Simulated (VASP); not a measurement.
Crystal: Au.

```
CELL_PARAMETERS angstrom
2.65000 0.00000 0.00000
0.00000 2.65000 0.00000
0.00000 0.00000 2.65000
ATOMIC_POSITIONS crystal
Au 0.00000 0.00000 0.00000
```

* Program: VASP 6.6.1
* Task: relaxation of cell and atoms
* Functional: r2SCAN
* Potentials or basis: VASP PAW PBE potentials, release 64 (Au)
* Cutoff: 600 eV
* k mesh: 8 × 8 × 8
* Occupations: gaussian, width 0.05 eV
* Spin: no spin polarisation

At the start: pressure 13.3 GPa; volume 18.61 Å³/atom.

How do energy, volume and symmetry change on relaxing?

Over 4 steps the energy falls by 62.0 meV/atom and the volume is 20.25 Å³/atom (+8.8 %); space group Pm-3m (No. 221, to 0.05 Å).

Step by step:
```csv
step,energy change (eV),largest force (eV/Å),pressure (GPa),volume (Å³)
1,0.0000,0.0000,13.30,18.61
2,0.0527,0.0000,-10.88,23.09
3,-0.0620,0.0000,-0.28,20.29
4,-0.0620,0.0000,-0.04,20.25
```

Final structure:
```
CELL_PARAMETERS angstrom
2.72588 0.00000 0.00000
0.00000 2.72588 0.00000
0.00000 0.00000 2.72588
ATOMIC_POSITIONS crystal
Au 0.00000 0.00000 0.00000
```

Caveat: the PAW data sets were made with another functional, which shifts forces and pressure a little.
